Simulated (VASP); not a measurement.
Wanted: the native input for a VASP 6.6.1 run.

```yaml
Task: single point
Functional: r2SCAN
Potentials_or_basis: VASP PAW PBE potentials, release 64 (Pb_d, S)
Cutoff: 520 eV
k_mesh: 7 × 7 × 6
Occupations: fermi-dirac, width 0.05 eV
Spin: no spin polarisation
Dipole_correction: no
Further_INCAR_settings: ALGO = Normal; EDIFF = 1e-06; NBANDS = 28
```

PbS:

```
Pb S
1.0
     2.07995   -5.99130    0.00000
     2.07995    5.99130    0.00000
     0.00000    0.00000    4.27932
Pb S
2 2
Cartesian
  2.0800 4.4268 1.0698
  2.0800 -4.4268 3.2095
  2.0800 1.7399 1.0698
  2.0800 -1.7399 3.2095
```

One way to write it, as run:

POSCAR

```
PbS
1.0
    2.0799526950     -5.9912968650      0.0000000000
    2.0799526950      5.9912968650      0.0000000000
    0.0000000000      0.0000000000      4.2793209400
Pb S
2 2
Direct
    0.1305633500      0.8694366500      0.2500000000
    0.8694366500      0.1305633500      0.7500000000
    0.3547970900      0.6452029100      0.2500000000
    0.6452029100      0.3547970900      0.7500000000
```

INCAR.step1

```
SYSTEM = PbS
PREC = Accurate ; ENCUT = 520
ISMEAR = -1 ; SIGMA = 0.05
LREAL = .False. ; LASPH = .True.
NELM = 100 ; NBANDS = 28
GGA = PE ; ALGO = Normal
EDIFF = 1E-4 ; LWAVE = .True.
LCHARG = .False.
```

INCAR.step2

```
SYSTEM = PbS
PREC = Accurate ; ENCUT = 520
EDIFF = 1E-6 ; ISMEAR = -1
SIGMA = 0.05 ; LREAL = .False.
LASPH = .True. ; NELM = 100
ALGO = Normal ; ISIF = 2
LWAVE = .False. ; LCHARG = .True.
METAGGA = R2SCAN ; LMIXTAU = .True.
LELF = .True. ; LVHAR = .True.
NBANDS = 28 ; ISTART = 1
```

KPOINTS

```
Automatic mesh
0
Gamma
  7 7 6
  0 0 0
```

Potentials or basis: VASP PAW PBE potentials, release 64 (Pb_d, S).

The run is started by

```bash
$ cat potpaw_PBE.64/Pb_d/POTCAR potpaw_PBE.64/S/POTCAR > POTCAR
$ cp INCAR.step1 INCAR
$ mpirun -np 1 vasp_std > vasp.out
$ cp INCAR.step2 INCAR
$ mpirun -np 1 vasp_std > vasp.out
```

Results of the run:

- Pressure: -0.1 GPa
- Largest force: 0.027 eV/Å
- Band gap on the k mesh: 1.53 eV (least direct gap 1.79 eV)

Caveat: the PAW data sets were made with another functional, which shifts forces and pressure a little; spin-orbit coupling is left out, which moves the levels of the heavy elements; an odd mesh through Γ misses points on the zone boundary, where band edges can lie.

Wall time 4.9 min on 1 thread of Intel(R) Xeon(R) 6975P-C (Granite Rapids), with other jobs on the host, peak memory 0.38 GiB.
